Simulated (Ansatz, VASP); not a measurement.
## Al2GaSb3 in VASP and in Ansatz

```
Al Ga Sb
1.0
     4.38607    0.00000    0.00000
    -2.19303    3.79845    0.00000
     0.00000    0.00000   21.67328
Al Ga Sb
4 2 6
Direct
  0.66667 0.33333 0.16654
  0.66667 0.33333 0.83342
  0.33333 0.66667 0.33342
  0.33333 0.66667 0.66655
  0.66667 0.33333 0.50036
  0.33333 0.66667 0.00036
  0.66667 0.33333 0.29143
  0.66667 0.33333 0.62482
  0.66667 0.33333 0.95832
  0.33333 0.66667 0.12483
  0.33333 0.66667 0.45832
  0.33333 0.66667 0.79143
```

Alike in both runs: functional PBE; k mesh 12 × 12 × 2; occupations gaussian, width 0.02 eV; no spin polarisation.

Ansatz relaxed the structure, and its values are those at the end. VASP's run is a single point on that final structure, the one shown.

```csv
,VASP,Ansatz
version,VASP 6.6.1,Ansatz 0.2.0
potentials or method,"VASP PAW PBE potentials, release 64 (Al, Ga_d, Sb), cutoff 520 eV","scalar-relativistic, plane waves, PAW"
valence electrons in the cell,68,128
```

```csv
,VASP,Ansatz,Ansatz less VASP
gap on the k mesh at the Fermi level (eV),0.32,0.32,+0.003
least direct gap on the mesh (eV),0.32,0.32,+0.003
pressure (GPa),0.1,0.0,-0.14
```

VASP's potentials hold 68 valence electrons a cell and Ansatz's 128, so a difference there can come from the potentials and not from the codes.

Neither program's run includes spin-orbit coupling.
